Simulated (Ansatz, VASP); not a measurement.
## AlN in VASP and in Ansatz

INCAR

```
ALGO     = Normal         # electronic algorithm
EDIFF    = 1E-6           # SCF threshold, eV
EDIFFG   = -0.005         # ionic threshold
ENCUT    = 600            # plane-wave cutoff, eV
GGA      = PS             # functional
IBRION   = 2              # ionic algorithm
ISIF     = 3              # what is computed and relaxed
ISMEAR   = -1             # smearing method
LASPH    = T              # aspherical terms in the spheres
LCHARG   = F              # write CHGCAR
LREAL    = F              # projectors in reciprocal space
LWAVE    = F              # write WAVECAR
NELM     = 60             # most SCF steps
NSW      = 60             # ionic steps
PREC     = Accurate       # precision mode
SIGMA    = 0.1            # smearing width, eV
```

File KPOINTS:

```
k-points
0
Gamma
  17 17 17
```

The input POSCAR:

```
AlN
1.0
    0.0000000000      2.1544346900      2.1544346900
    2.1544346900      0.0000000000      2.1544346900
    2.1544346900      2.1544346900      0.0000000000
Al N
1 1
Direct
    0.0000000000      0.0000000000      0.0000000000
    0.5000000000      0.5000000000      0.5000000000
```

Input for Ansatz:

```yaml
crystal:
  lattice:
    - [0.0, 2.15443469, 2.15443469]
    - [2.15443469, 0.0, 2.15443469]
    - [2.15443469, 2.15443469, 0.0]
  atoms:
    - { symbol: Al, position: [0.0, 0.0, 0.0] }
    - { symbol: "N", position: [0.5, 0.5, 0.5] }
kpoints:
  mp_grid: { grid: [17, 17, 17] }
scf:
  occupations: { method: fermi_dirac, width: 0.1 }
hamiltonian:
  xc: pbesol
  pseudopotentials: { kind: paw }
output:
  forces: true
  stress: true
  write_density: true
  write_potential: true
  elf: true
  volumetric_format: npy
relax:
  f_tol: 0.005
  max_steps: 40
  cell: {}
```

Alike in both runs: task relaxation of cell and atoms; functional PBEsol; k mesh 17 × 17 × 17; occupations fermi-dirac, width 0.1 eV; no spin polarisation.

|  | VASP | Ansatz |
| --- | --- | --- |
| version | VASP 6.6.1 | Ansatz 0.2.0 |
| potentials or method | VASP PAW PBE potentials, release 64 (Al, N) | PAW with Ansatz's default frozen-core files, scalar-relativistic |
| plane-wave cutoff (eV) | 600 | 420 |
| valence electrons in the cell | 8 | 8 |

```tsv
	VASP	Ansatz	Ansatz less VASP
gap on the k mesh at the Fermi level, each at its own relaxed structure (eV)	4.61	4.60	-0.005
relaxed volume (Å³/atom)	8.27	8.27	+0.009
relaxed cell length with the largest relative difference (Å)	2.859	2.860	+0.0010
```

VASP's potentials were made for PBE, not for PBEsol.

Noted on VASP's run: the volume moved by over 15 % at a fixed basis, so the end points are rough.
